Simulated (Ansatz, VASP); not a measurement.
**Two plane-wave programs on Ru**

```
Ru
1.0
     2.72222    0.00000    0.00000
    -1.36111    2.35751    0.00000
     0.00000    0.00000    4.29731
Ru
2
Direct
  0.33333 0.66667 0.25000
  0.66667 0.33333 0.75000
```

Alike in both runs: functional PBE; k mesh 18 × 18 × 10; occupations fermi-dirac, width 0.15 eV; no spin polarisation.

Ansatz relaxed the structure, and its values are those at the end. VASP's run is a single point on that final structure, the one shown.

|  | VASP | Ansatz |
| --- | --- | --- |
| version | VASP 6.6.1 | Ansatz 0.2.0 |
| potentials or method | VASP PAW PBE potentials, release 64 (Ru_pv), cutoff 520 eV | scalar-relativistic, plane waves, PAW |
| valence electrons in the cell | 28 | 32 |

```csv
,VASP,Ansatz,Ansatz less VASP
gap on the k mesh at the Fermi level (eV),none,none,-
pressure (GPa),-0.1,0.0,+0.10
```

A gap of «none» marks a metal or a gap that the smearing closes. VASP's potentials hold 28 valence electrons a cell and Ansatz's 32, so a difference there can come from the potentials and not from the codes.
